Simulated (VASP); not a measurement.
Set up this calculation in VASP 6.6.1, as the native input.

* Task: relaxation of cell and atoms
* Functional: revPBE
* Dispersion: D3(BJ)
* Potentials or basis: VASP PAW PBE potentials, release 64 (Zr_sv, B)
* Cutoff: 600 eV
* k mesh: 10 × 10 × 10
* Occupations: fermi-dirac, width 0.05 eV
* Spin: no spin polarisation
* Dipole correction: no
* Further INCAR settings: ALGO = Normal; EDIFF = 1e-06; IBRION = 2; EDIFFG = -0.01; NSW = 60; ISIF = 3

The structure of ZrB lies in POSCAR:

```
ZrB
1.0
    0.0000000000      2.3250000000      2.3250000000
    2.3250000000      0.0000000000      2.3250000000
    2.3250000000      2.3250000000      0.0000000000
Zr B
1 1
Direct
    0.0000000000      0.0000000000      0.0000000000
    0.5000000000      0.5000000000      0.5000000000
```

These files were run (other wordings do the same):

INCAR

```
SYSTEM = ZrB
  ALGO = Normal
  EDIFF = 1E-6
  EDIFFG = -0.01
  ENCUT = 600
  GGA = RE
  IBRION = 2
  ISIF = 3
  ISMEAR = -1
  IVDW = 12
  LASPH = .TRUE.
  LCHARG = .FALSE.
  LREAL = .FALSE.
  LWAVE = .FALSE.
  NELM = 100
  NSW = 60
  PREC = Accurate
  SIGMA = 0.05
```

KPOINTS

```
k-points
0
G
  10 10 10
  0 0 0
```

Potentials or basis: VASP PAW PBE potentials, release 64 (Zr_sv, B).

Command:

```bash
$ cat potpaw_PBE.64/Zr_sv/POTCAR potpaw_PBE.64/B/POTCAR > POTCAR
$ mpirun -np 1 vasp_std > vasp.out
```

It gave:

```json
{"Relaxed volume": "14.19 Å³/atom", "Relaxed cell": "a = 3.423 Å, b = 3.423 Å, c = 3.423 Å, α = 60.00°, β = 60.00°, γ = 60.00°", "Space group after relaxing (to 0.05 Å)": "Fm-3m (No. 225)", "Energy gained by relaxing": "117.5 meV/atom", "Ionic steps": "4", "Pressure after relaxing": "-0.1 GPa", "Dispersion energy per atom": "-0.737 eV"}
```

Caveat: the PAW data sets were made with another functional, which shifts forces and pressure a little; the volume moved by +13 % from the deposited cell, more than functionals usually miss; pairwise dispersion overbinds metals, which lowers pressure and volume.

Wall time 33 s on 1 thread of Intel(R) Xeon(R) Platinum 8488C (Sapphire Rapids) (shared host), peak memory 0.18 GiB.
